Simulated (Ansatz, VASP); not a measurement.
**Two plane-wave programs on Ge**

```
CELL_PARAMETERS angstrom
1.38677 -2.39746 0.00000
1.38677 2.39746 0.00000
0.00000 0.00000 2.64622
ATOMIC_POSITIONS crystal
Ge 0.50000 0.50000 0.00000
```

Change from the starting cell: strain -0.0600 x Voigt [0, 1, 0, 0, 0, 0], atoms carried along.

Alike in both runs: task single point; functional r2SCAN; k mesh 24 × 24 × 22; occupations gaussian, width 0.15 eV; no spin polarisation.

```csv
,VASP,Ansatz
version,VASP 6.6.1,Ansatz 0.2.0
potentials or method,"VASP PAW PBE potentials, release 64 (Ge_d), cutoff 520 eV","scalar-relativistic, plane waves, PAW"
valence electrons in the cell,14,14
```

|  | VASP | Ansatz | Ansatz less VASP |
| --- | --- | --- | --- |
| gap on the k mesh at the Fermi level (eV) | none | none | - |
| pressure (GPa) | 5.0 | 5.2 | +0.18 |
| traceless stress, the component that is largest in VASP (GPa) | -4.31 | -4.40 | -0.094 |

VASP's potentials were made for PBE, not for r2SCAN. A gap of «none» marks a metal or a gap that the smearing closes.
